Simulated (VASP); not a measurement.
Write the native input for VASP 6.6.1 that does the following.

- Task: single point
- Functional: PBE
- Potentials or basis: VASP PAW PBE potentials, release 64 (Sr_sv, O)
- Cutoff: 520 eV
- k mesh: 7 × 7 × 5
- Occupations: fermi-dirac, width 0.05 eV
- Spin: no spin polarisation
- Dipole correction: no
- Further INCAR settings: ALGO = Normal; EDIFF = 1e-06; NBANDS = 24

The structure of SrO lies in POSCAR:

```
SrO
1.0
    4.1881873621      0.0000000000      0.0000000000
   -2.0940936810      3.6270766513      0.0000000000
    0.0000000000      0.0000000000      5.0503492344
Sr O
2 2
Direct
    0.6666666667      0.3333333333      0.4381277000
    0.3333333333      0.6666666667      0.9381277000
    0.6666666667      0.3333333333      0.9368723000
    0.3333333333      0.6666666667      0.4368723000
```

These files were run (other wordings do the same):

INCAR

```
PREC = Accurate ; ENCUT = 520
EDIFF = 1E-6 ; ISMEAR = -1
SIGMA = 0.05 ; LREAL = False
LASPH = True ; NELM = 60
ALGO = Normal ; ISIF = 2
LWAVE = False ; LCHARG = False
GGA = PE ; NBANDS = 24
```

KPOINTS

```
regular mesh
0
Gamma
  7 7 5
```

Potentials or basis: VASP PAW PBE potentials, release 64 (Sr_sv, O).

The run is started by

```sh
$ cat potpaw_PBE.64/Sr_sv/POTCAR potpaw_PBE.64/O/POTCAR > POTCAR
$ mpirun -np 1 vasp_std > vasp.out
```

It gave:

- Pressure: 6.7 GPa
- Largest force: 0.019 eV/Å
- Band gap on the k mesh: 2.82 eV, direct

Run time: 40 s on 1 thread of Intel Xeon 8259CL, with other jobs on the host, peak memory 0.21 GiB.
